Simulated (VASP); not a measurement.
Write the native input for VASP 6.6.1 that does the following.

| Property | Result |
| --- | --- |
| Task | single point |
| Functional | PBE |
| Potentials or basis | VASP PAW PBE potentials, release 64 (Si, Mo_sv) |
| Cutoff | 520 eV |
| k mesh | 5 × 5 × 2 |
| Occupations | gaussian, width 0.2 eV |
| Spin | no spin polarisation |
| Dipole correction | no |
| Further INCAR settings | ALGO = Normal; EDIFF = 1e-06; NBANDS = 31 |

The structure of Si7Mo lies in POSCAR:

```
Si7Mo
1.0
    3.2899713826      0.0000000000      0.0000000000
    0.0000000000      3.2899713826      0.0000000000
    0.0000000000      0.0000000000     10.5814136016
Si Mo
7 1
Direct
    0.0000000000      0.0000000000      0.2495615477
    0.5000000000      0.5000000000      0.3540895372
    0.0000000000      0.0000000000      0.7504384523
    0.5000000000      0.5000000000      0.6459104628
    0.5000000000      0.5000000000      0.8791706910
    0.5000000000      0.5000000000      0.1208293090
    0.0000000000      0.0000000000      0.5000000000
    0.0000000000      0.0000000000      0.0000000000
```

One way to write it, as run:

INCAR

```
PREC = Accurate ; ENCUT = 520
EDIFF = 1E-6 ; ISMEAR = 0
SIGMA = 0.2 ; LREAL = False
LASPH = True ; NELM = 60
ALGO = Normal ; ISIF = 2
LWAVE = False ; LCHARG = False
GGA = PE ; NBANDS = 31
```

KPOINTS

```
Automatic mesh
0
Gamma
  5 5 2
```

Potentials or basis: VASP PAW PBE potentials, release 64 (Si, Mo_sv).

The run is started by

```console
$ cat potpaw_PBE.64/Si/POTCAR potpaw_PBE.64/Mo_sv/POTCAR > POTCAR
$ mpirun -np 1 vasp_std > vasp.out
```

Results of the run:

```
Pressure               : 0.0 GPa
Largest force          : 0.008 eV/Å
Band gap on the k mesh : zero (band 21 reaches 11.69 eV, above the bottom of band 22 at 9.14 eV)
```

Caveat: the k points lie up to 0.38 Å⁻¹ apart.

Run time: 17 s on 1 thread of Intel(R) Xeon(R) Platinum 8559C (Emerald Rapids), with other jobs on the host, peak memory 0.2 GiB.
